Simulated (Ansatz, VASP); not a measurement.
# Two plane-wave programs on Au

The input INCAR:

```
SYSTEM = Au
ALGO = Fast ; EDIFF = 1E-6
ENCUT = 520 ; GGA = PE
ISIF = 2 ; ISMEAR = 0
LASPH = .TRUE. ; LCHARG = .FALSE.
LREAL = .FALSE. ; LWAVE = .FALSE.
NBANDS = 18 ; NELM = 80
PREC = Accurate ; SIGMA = 0.1
```

Contents of KPOINTS:

```
k-points
0
G
  14 14 8
  0 0 0
```

POSCAR

```
Au
1.0
    1.4113099650     -2.5559330250      0.0000000000
    1.4113099650      2.5559330250      0.0000000000
    0.0000000000      0.0000000000      4.8931696100
Au
2
Direct
    0.6339410286      0.3153472200      0.2592026240
    0.3346720300      0.6653279700      0.7500000000
```

Input for Ansatz:

```yaml
crystal:
  lattice:
    - [1.411309965, -2.555933025, 0.0]
    - [1.411309965, 2.555933025, 0.0]
    - [0.0, 0.0, 4.89316961]
  atoms:
    - { symbol: Au, position: [0.6339410286, 0.31534722, 0.259202624] }
    - { symbol: Au, position: [0.33467203, 0.66532797, 0.75] }
basis:
  ecutwfc: 420
kpoints:
  mp_grid: { grid: [14, 14, 8] }
hamiltonian:
  xc: pbe
scf:
  occupations: { method: gaussian, width: 0.1 }
output:
  forces: true
  stress: true
  eigenvalues: true
  populations: true
```

Change from the starting cell: one atom moved.

Alike in both runs: task single point; functional PBE; k mesh 14 × 14 × 8; occupations gaussian, width 0.1 eV; no spin polarisation.

```csv
,VASP,Ansatz
version,VASP 6.6.1,Ansatz 0.2.0
potentials or method,"VASP PAW PBE potentials, release 64 (Au), cutoff 520 eV","scalar-relativistic, plane waves, PAW"
valence electrons in the cell,22,38
```

|  | VASP | Ansatz | Ansatz less VASP |
| --- | --- | --- | --- |
| gap on the k mesh at the Fermi level (eV) | none | none | - |
| pressure (GPa) | 3.1 | 3.3 | +0.21 |
| traceless stress, the component that is largest in VASP (GPa) | 0.90 | 0.92 | +0.018 |
| rms of the force components (eV/Å) | 0.178 | 0.179 | +0.0011 |

Atom by atom the forces differ by 0.001 eV/Å (rms over components). A gap of «none» marks a metal or a gap that the smearing closes. With one functional, cell and mesh, what is left measures potentials, basis and numerics. VASP's potentials hold 22 valence electrons a cell and Ansatz's 38, so a difference there can come from the potentials and not from the codes.

Spin-orbit coupling is off throughout.
